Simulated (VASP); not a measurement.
# Ti2SiGe2 (P6/mmm) in VASP: notebook

Runs on Ti2SiGe2. Level: PBE. Tasks: single point.

Everything below comes from runs of VASP 6.6.1. Logs are shortened: lines on timing, memory, paths and dates and some standing lists are left out, and cuts for length are marked.

## 1. The cell of the first run

Symmetry: P6/mmm, No. 191, hexagonal system. Conventional cell: a = 3.558 Å, b = 3.558 Å, c = 7.905 Å, α = 90.00°, β = 90.00°, γ = 120.00°. Ti (site symmetry -6m2) has 3 Si at 2.05 Å and 3 Ti at 2.05 Å within 2.7 Å. Si (site symmetry 6/mmm) has 6 Ti at 2.05 Å and 2 Ge at 2.53 Å within 2.7 Å. Within 3.3 Å of Ge (site symmetry 6mm) lie 1 Si at 2.53 Å and 1 Ge at 2.85 Å and 6 Ti at 3.26 Å.

## 2. Single point, PBE

The input, INCAR:

```
SYSTEM = Ti2SiGe2
ALGO = Normal ; EDIFF = 1E-7
ENCUT = 520 ; GGA = PE
ISIF = 2 ; ISMEAR = 0
LASPH = .TRUE. ; LCHARG = .TRUE.
LELF = .TRUE. ; LREAL = .FALSE.
LVHAR = .TRUE. ; LWAVE = .FALSE.
NBANDS = 36 ; NELM = 60
PREC = Accurate ; SIGMA = 0.1
```

The input, KPOINTS:

```
k-points
0
G
  6 6 2
  0 0 0
```

The input, POSCAR:

```
Ti2SiGe2
1.0
    3.5579224100      0.0000000000      0.0000000000
   -1.7789612000      3.0812511900      0.0000000000
    0.0000000000      0.0000000000      7.9053996200
Ti Si Ge
2 1 2
Direct
    0.3333333300      0.6666666700      0.0000000000
    0.6666666700      0.3333333300      0.0000000000
    0.0000000000      0.0000000000      0.0000000000
    0.0000000000      0.0000000000      0.3198549400
    0.0000000000      0.0000000000      0.6801450600
```

Potentials or basis: VASP PAW PBE potentials, release 64 (Ti_sv, Si, Ge_d).

Started as:

```sh
> cat potpaw_PBE.64/Ti_sv/POTCAR potpaw_PBE.64/Si/POTCAR potpaw_PBE.64/Ge_d/POTCAR > POTCAR
> mpirun -np 1 vasp_std > vasp.out
```

OUTCAR:

```text
SYSTEM = Ti2SiGe2
   EDIFF = 1E-7
   ENCUT = 520
   GGA = PE
   ISIF = 2
   ISMEAR = 0
   LASPH = .TRUE.
   LREAL = .FALSE.
   NELM = 60
   PREC = Accurate

 ion  position               nearest neighbor table
   1  0.333  0.667  0.000-   3 2.05   2 2.05   2 2.05   3 2.05   3 2.05   2 2.05
   2  0.667  0.333  0.000-   3 2.05   1 2.05   1 2.05   3 2.05   3 2.05   1 2.05
   3  0.000  0.000  0.000-   1 2.05   2 2.05   1 2.05   2 2.05   2 2.05   1 2.05   4 2.53   5 2.53

   4  0.000  0.000  0.320-   3 2.53   5 2.85
   5  0.000  0.000  0.680-   3 2.53   4 2.85

  LATTYP: Found a hexagonal cell.
 ALAT       =     3.5579224100
 C/A-ratio  =     2.2219145639

  Lattice vectors:

 A1 = (   3.5579224100,   0.0000000000,   0.0000000000)
 A2 = (  -1.7789612000,   3.0812511900,   0.0000000000)
 A3 = (   0.0000000000,   0.0000000000,   7.9053996200)

Analysis of symmetry for initial positions (statically):
=====================================================================
 Subroutine PRICEL returns:
 Original cell was already a primitive cell.

 Routine SETGRP: Setting up the symmetry group for a
 hexagonal supercell.

 Subroutine GETGRP returns: Found 24 space group operations
 (whereof 24 operations were pure point group operations)
 out of a pool of 24 trial point group operations.

The static configuration has the point symmetry D_6h.

Analysis of symmetry for dynamics (positions and initial velocities):
=====================================================================
 Subroutine PRICEL returns:
 Original cell was already a primitive cell.

 Routine SETGRP: Setting up the symmetry group for a
 hexagonal supercell.

 Subroutine GETGRP returns: Found 24 space group operations
 (whereof 24 operations were pure point group operations)
 out of a pool of 24 trial point group operations.

The dynamic configuration has the point symmetry D_6h.

 Subroutine INISYM returns: Found 24 space group operations
 (whereof 24 operations are pure point group operations),
 and found     1 'primitive' translations

----------------------------------------------------------------------------------------

                                     Primitive cell

  volume of cell :      86.6657

  direct lattice vectors                    reciprocal lattice vectors
     3.557922410  0.000000000  0.000000000     0.281062903  0.162271742  0.000000000
    -1.778961200  3.081251190  0.000000000     0.000000000  0.324543485  0.000000000
     0.000000000  0.000000000  7.905399620     0.000000000  0.000000000  0.126495819

  length of vectors
     3.557922410  3.557922406  7.905399620     0.324543485  0.324543485  0.126495819

  position of ions in fractional coordinates (direct lattice)
     0.333333330  0.666666670  0.000000000
     0.666666670  0.333333330  0.000000000
     0.000000000  0.000000000  0.000000000
     0.000000000  0.000000000  0.319854940
     0.000000000  0.000000000  0.680145060

  ion indices of the primitive-cell ions
   primitive index   ion index
                 1           1
                 2           2
                 3           3
                 4           4
                 5           5

----------------------------------------------------------------------------------------

 KPOINTS: k-points

Automatic generation of k-mesh.
 Grid dimensions read from file:
 generate k-points for:    6    6    2

 Generating k-lattice:

  Cartesian coordinates                     Fractional coordinates (reciprocal lattice)
     0.046843817  0.027045290  0.000000000     0.166666667 -0.000000000  0.000000000
     0.000000000  0.054090581  0.000000000     0.000000000  0.166666667  0.000000000
     0.000000000  0.000000000  0.063247910     0.000000000  0.000000000  0.500000000

  Length of vectors
     0.054090581  0.054090581  0.063247910

  Shift w.r.t. Gamma in fractional coordinates (k-lattice)
     0.000000000  0.000000000  0.000000000

 Subroutine IBZKPT returns following result:
 ===========================================

 Found     14 irreducible k-points:

 Following reciprocal coordinates:
            Coordinates               Weight
  0.000000  0.000000  0.000000      1.000000
  0.166667  0.000000  0.000000      6.000000
  0.333333  0.000000  0.000000      6.000000
  0.500000  0.000000  0.000000      3.000000
  0.166667  0.166667  0.000000      6.000000
  0.333333  0.166667  0.000000     12.000000
  0.333333  0.333333  0.000000      2.000000
  0.000000  0.000000  0.500000      1.000000
  0.166667  0.000000  0.500000      6.000000
  0.333333  0.000000  0.500000      6.000000
  0.500000  0.000000  0.500000      3.000000
  0.166667  0.166667  0.500000      6.000000
  0.333333  0.166667  0.500000     12.000000
  0.333333  0.333333  0.500000      2.000000
   k-points           NKPTS =     14   k-points in BZ     NKDIM =     14   number of bands    NBANDS=     36
   number of dos      NEDOS =    301   number of ions     NIONS =      5
   total plane-waves  NPLWV =  47040
   dimension x,y,z NGX =    28 NGY =   28 NGZ =   60
   dimension x,y,z NGXF=    56 NGYF=   56 NGZF=  120
   ions per type =               2   1   2
   NGX,Y,Z   is equivalent  to a cutoff of  13.08, 13.08, 12.62 a.u.
   NGXF,Y,Z  is equivalent  to a cutoff of  26.17, 26.17, 25.24 a.u.
 SYSTEM =  Ti2SiGe2
   PREC   = accura    normal or accurate (medium, high low for compatibility)
   ISTART =      0    job   : 0-new  1-cont  2-samecut
   ICHARG =      2    charge: 1-file 2-atom 10-const
   ISPIN  =      1    spin polarized calculation?
   LNONCOLLINEAR =      F non collinear calculations
   LSORBIT =      F    spin-orbit coupling
   LASPH  =      T    aspherical Exc in radial PAW
   ENCUT  =  520.0 eV  38.22 Ry    6.18 a.u.   6.62  6.62 14.70*2*pi/ulx,y,z
   NELM   =     60;   NELMIN=  2; NELMDL= -5     # of ELM steps
   EDIFF  = 0.1E-06   stopping-criterion for ELM
   LREAL  =      F    real-space projection
   EDIFFG = 0.1E-05   stopping-criterion for IOM
   NSW    =      0    number of steps for IOM
   IBRION =     -1    ionic relax: 0-MD 1-quasi-New 2-CG
   NFREE  =      0    steps in history (QN), initial steepest desc. (CG)
   ISIF   =      2    stress and relaxation
   ISYM   =      2    0-nonsym 1-usesym 2-fastsym
   POTIM  = 0.5000    time-step for ionic-motion
   TEBEG  =    0.0;   TEEND  =   0.0 temperature during run
   PSTRESS=    0.0 pullay stress
   NELECT =      56.0000    total number of electrons
   NUPDOWN=      -1.0000    fix difference up-down
   EMIN   =  10.00;   EMAX   =-10.00  energy-range for DOS
   EFERMI =   0.00;   METHOD = LEGACY
   ISMEAR =     0;   SIGMA  =   0.10  broadening in eV -4-tet -1-fermi 0-gaus
   EFERMI_NEDOS =   21; number of points for ismear=-14 and -15
   IALGO  =     38    algorithm
   IMIX   =      4    mixing-type and parameters
     AMIX     =   0.40;   BMIX     =  1.00
     AMIX_MAG =   1.60;   BMIX_MAG =  1.00
  volume/ion in A,a.u.               =      17.33       116.97
  Fermi-wavevector in a.u.,A,eV,Ry     =   1.415321  2.674569 27.254297  2.003134
  Thomas-Fermi vector in A             =   2.536772
   LORBIT       =      0    0 simple, 1 ext, 2 COOP (PROOUT), +10 PAW based schemes
   GGA     = PE    functional components
   LHFCALC =     F    Hartree Fock is set to
   AEXX    =    0.0000 exact exchange contribution
   IVDW    =     0    specifies the selected vdW correction
   LEPSILON=     F    determine dielectric tensor
   LRPA    =     F    only Hartree local field effects (RPA)
 non-spin polarized calculation
 Gauss-broadening in eV      SIGMA  =   0.10
  energy-cutoff  :      520.00
  volume of cell :       86.67
 maximum number of plane-waves:      2370
 NGX is ok and might be reduce to    28
   NGX = 13   NGY = 13   NGZ = 29

 number of electron      56.0000000 magnetization

 Free energy of the ion-electron system (eV)
  ---------------------------------------------------
  ext. energy  EPLUGINS =         0.00000000
  ---------------------------------------------------
  free energy    TOTEN  =       -17.96349836 eV

  energy without entropy =      -17.95283283  energy(sigma->0) =      -17.95816560

 E-fermi :   7.4287     XC(G=0): -10.7793

 val. band max:        7.3384178819   @ k =   0.1667   0.1667   0.5000
 cond. band min:       7.5080545840   @ k =   0.3333   0.0000   0.5000
 fundamental gap:      0.1696367021
 Fermi energy:         7.4286965387

 k-point     1 :       0.0000    0.0000    0.0000
  band No.  band energies     occupation
      1     -49.5668      2.00000
      2     -47.5655      2.00000
      3     -27.1315      2.00000
      4     -27.1315      2.00000
      5     -25.1773      2.00000
      6     -23.9431      2.00000
[... 28 lines left out ...]
     35      11.7270      0.00000
     36      12.6928      0.00000

 k-point     2 :       0.1667    0.0000    0.0000
  band No.  band energies     occupation
      1     -49.4602      2.00000
      2     -47.6995      2.00000
      3     -27.2500      2.00000
      4     -26.9909      2.00000
      5     -25.1014      2.00000
      6     -24.0644      2.00000
[... 28 lines left out ...]
     35      11.2915      0.00000
     36      11.3893      0.00000

 k-point     3 :       0.3333    0.0000    0.0000
  band No.  band energies     occupation
      1     -49.1796      2.00000
      2     -48.0341      2.00000
      3     -27.4587      2.00000
      4     -26.7075      2.00000
      5     -24.9044      2.00000
      6     -24.2956      2.00000
[... 28 lines left out ...]
     35      10.8425      0.00000
     36      12.0686      0.00000

 k-point     4 :       0.5000    0.0000    0.0000
  band No.  band energies     occupation
      1     -48.9477      2.00000
      2     -48.2926      2.00000
      3     -27.5523      2.00000
      4     -26.5652      2.00000
      5     -24.7448      2.00000
      6     -24.4050      2.00000
[... 28 lines left out ...]
     35      10.8027      0.00000
     36      11.0542      0.00000

 k-point     5 :       0.1667    0.1667    0.0000
  band No.  band energies     occupation
      1     -49.2630      2.00000
      2     -47.9373      2.00000
      3     -27.4767      2.00000
      4     -26.6758      2.00000
      5     -24.9624      2.00000
      6     -24.3319      2.00000
[... 28 lines left out ...]
     35      11.3069      0.00000
     36      11.6881      0.00000

 k-point     6 :       0.3333    0.1667    0.0000
  band No.  band energies     occupation
      1     -48.9492      2.00000
      2     -48.2908      2.00000
      3     -27.6994      2.00000
      4     -26.2469      2.00000
      5     -24.7453      2.00000
      6     -24.6999      2.00000
[... 28 lines left out ...]
     35      10.6937      0.00000
     36      11.3910      0.00000

 k-point     7 :       0.3333    0.3333    0.0000
  band No.  band energies     occupation
      1     -48.6264      2.00000
      2     -48.6264      2.00000
      3     -27.8535      2.00000
      4     -25.4564      2.00000
      5     -25.4564      2.00000
      6     -24.5268      2.00000
[... 28 lines left out ...]
     35       9.4888      0.00000
     36      10.5070      0.00000

 k-point     8 :       0.0000    0.0000    0.5000
  band No.  band energies     occupation
      1     -49.5668      2.00000
      2     -47.5655      2.00000
      3     -27.1315      2.00000
      4     -27.1315      2.00000
      5     -25.1773      2.00000
      6     -23.9431      2.00000
[... 28 lines left out ...]
     35      11.9410      0.00000
     36      11.9413      0.00000

 k-point     9 :       0.1667    0.0000    0.5000
  band No.  band energies     occupation
      1     -49.4602      2.00000
      2     -47.6995      2.00000
      3     -27.2500      2.00000
      4     -26.9909      2.00000
      5     -25.1014      2.00000
      6     -24.0644      2.00000
[... 28 lines left out ...]
     35      11.3748      0.00000
     36      11.4109      0.00000

 k-point    10 :       0.3333    0.0000    0.5000
  band No.  band energies     occupation
      1     -49.1796      2.00000
      2     -48.0341      2.00000
      3     -27.4586      2.00000
      4     -26.7075      2.00000
      5     -24.9044      2.00000
      6     -24.2956      2.00000
[... 28 lines left out ...]
     35      10.8888      0.00000
     36      11.8439      0.00000

 k-point    11 :       0.5000    0.0000    0.5000
  band No.  band energies     occupation
      1     -48.9477      2.00000
      2     -48.2927      2.00000
      3     -27.5523      2.00000
      4     -26.5652      2.00000
      5     -24.7448      2.00000
      6     -24.4050      2.00000
[... 28 lines left out ...]
     35      10.6058      0.00000
     36      12.3949      0.00000

 k-point    12 :       0.1667    0.1667    0.5000
  band No.  band energies     occupation
      1     -49.2630      2.00000
      2     -47.9373      2.00000
      3     -27.4767      2.00000
      4     -26.6758      2.00000
      5     -24.9624      2.00000
      6     -24.3319      2.00000
[... 28 lines left out ...]
     35      11.5809      0.00000
     36      12.0685      0.00000

 k-point    13 :       0.3333    0.1667    0.5000
  band No.  band energies     occupation
      1     -48.9492      2.00000
      2     -48.2908      2.00000
      3     -27.6994      2.00000
      4     -26.2469      2.00000
      5     -24.7453      2.00000
      6     -24.6999      2.00000
[... 28 lines left out ...]
     35      10.5505      0.00000
     36      11.9722      0.00000

 k-point    14 :       0.3333    0.3333    0.5000
  band No.  band energies     occupation
      1     -48.6264      2.00000
      2     -48.6264      2.00000
      3     -27.8535      2.00000
      4     -25.4564      2.00000
      5     -25.4564      2.00000
      6     -24.5267      2.00000
[... 28 lines left out ...]
     35      10.8823      0.00000
     36      10.8823      0.00000

------------------------ aborting loop because EDIFF is reached ----------------------------------------

  FORCE on cell =-STRESS in cart. coord.  units (eV):
  Direction    XX          YY          ZZ          XY          YZ          ZX
  --------------------------------------------------------------------------------------
  -------------------------------------------------------------------------------------
  Total       49.1031605     49.1031605     -2.0542681      0.0000001      0.0000000     -0.0000000
  in kB      907.7633051    907.7633040    -37.9769680      0.0000015      0.0000000     -0.0000000
  external PRESSURE =     592.5165470 kB  Pullay stress =       0.0000000 kB

 VOLUME and BASIS-vectors are now :
 -----------------------------------------------------------------------------
  energy-cutoff  :      520.00
  volume of cell :       86.67
      direct lattice vectors                 reciprocal lattice vectors
     3.557922410  0.000000000  0.000000000     0.281062903  0.162271742  0.000000000
    -1.778961200  3.081251190  0.000000000     0.000000000  0.324543485  0.000000000
     0.000000000  0.000000000  7.905399620     0.000000000  0.000000000  0.126495819

 POSITION                                       TOTAL-FORCE (eV/Angst)
 -----------------------------------------------------------------------------------
     -0.00000      2.05417      0.00000        -0.000000     -0.000000      0.000000
      1.77896      1.02708      0.00000         0.000000      0.000000      0.000000
      0.00000      0.00000      0.00000        -0.000000      0.000000      0.000000
      0.00000      0.00000      2.52858        -0.000000     -0.000000     -0.829746
      0.00000      0.00000      5.37682        -0.000000      0.000000      0.829746
 -----------------------------------------------------------------------------------
    total drift:                                0.000000      0.000000     -0.000000

  FREE ENERGIE OF THE ION-ELECTRON SYSTEM (eV)
  ---------------------------------------------------
  free  energy   TOTEN  =       -17.9634983563 eV

  energy  without entropy=      -17.9528328341  energy(sigma->0) =      -17.95816560
```

Run time: 73 s. Hardware: 1 thread of AMD EPYC 7R43 (Zen 3), shared host; peak memory 0.18 GiB.

Results:

| Quantity | Value |
| --- | --- |
| Free energy | -17.9635 eV |
| Pressure | 59.3 GPa |
| Largest force | 0.830 eV/Å |
| Band gap on the k mesh | zero (band 28 reaches 8.96 eV, above the bottom of band 29 at 6.10 eV) |

Forces in eV/Å, atoms in the order of the input:
```
Ti   0.000  0.000  0.000
Ti   0.000  0.000  0.000
Si   0.000  0.000  0.000
Ge   0.000  0.000 -0.830
Ge   0.000  0.000  0.830
```

Caveat: the k points lie up to 0.40 Å⁻¹ apart.

## 3. Single point, PBE

This run uses another cell than the first one, of 27.55 Å³/atom, 1.589 times its volume.

The input, INCAR:

```
  ALGO = Normal
  EDIFF = 1E-6
  ENCUT = 520
  GGA = PE
  ISIF = 2
  ISMEAR = 0
  LASPH = T
  LCHARG = T
  LELF = T
  LREAL = F
  LVHAR = T
  LWAVE = F
  NBANDS = 36
  NELM = 100
  PREC = Accurate
  SIGMA = 0.1
```

The input, KPOINTS:

```
k-points
0
Gamma
  6 6 2
```

The input, POSCAR:

```
Ti2SiGe2
1.0
    4.4293018171     -0.0000000036      0.0000000000
   -2.2146509054      3.8358878964      0.0000000000
    0.0000000000      0.0000000000      8.1073802350
Ti Si Ge
2 1 2
Direct
    0.3333333333      0.6666666667      0.0000000000
    0.6666666667      0.3333333333      0.0000000000
    0.0000000000      0.0000000000      0.0000000000
    0.0000000000      0.0000000000      0.2902424637
    0.0000000000      0.0000000000      0.7097575363
```

Potentials or basis: VASP PAW PBE potentials, release 64 (Ti_sv, Si, Ge_d).

Started as:

```sh
> cat potpaw_PBE.64/Ti_sv/POTCAR potpaw_PBE.64/Si/POTCAR potpaw_PBE.64/Ge_d/POTCAR > POTCAR
> mpirun -np 1 vasp_std > vasp.out
```

Wall time 75 s (1 thread of AMD EPYC 7R43 (Zen 3), shared host); peak memory 0.25 GiB.

The run converged. Its results:

```yaml
Free_energy: -27.3553 eV
Pressure: -0.1 GPa
Largest_force: 0.008 eV/Å
Band_gap_on_the_k_mesh: zero (band 28 reaches 3.92 eV, above the bottom of band 29 at 2.89 eV)
```

Forces on the atoms (eV/Å):
```
Ti   0.000  0.000  0.000
Ti   0.000  0.000  0.000
Si   0.000  0.000  0.000
Ge   0.000  0.000  0.008
Ge   0.000  0.000 -0.008
```

Stress tensor (GPa, compression positive):
```
-0.28  0.00  0.00
 0.00 -0.28  0.00
 0.00  0.00  0.12
```

Levels at points of the mesh, in eV from the Fermi level:
| k point | band 26 | band 27 | band 28 | band 29 | band 30 | band 31 |
| --- | --- | --- | --- | --- | --- | --- |
| (0.00, 0.00, 0.00) | 0.10 | 0.10 | 0.64 | 0.64 | 0.67 | 0.67 |
| (0.50, 0.00, 0.00) | -1.24 | -1.21 | -0.94 | 0.11 | 1.01 | 1.69 |
| (0.00, 0.00, 0.50) | 0.10 | 0.46 | 0.49 | 0.49 | 0.67 | 0.67 |
| (0.50, 0.00, 0.50) | -1.27 | -1.15 | -0.59 | 0.19 | 1.27 | 1.42 |

Caveat: the k points lie up to 0.39 Å⁻¹ apart.
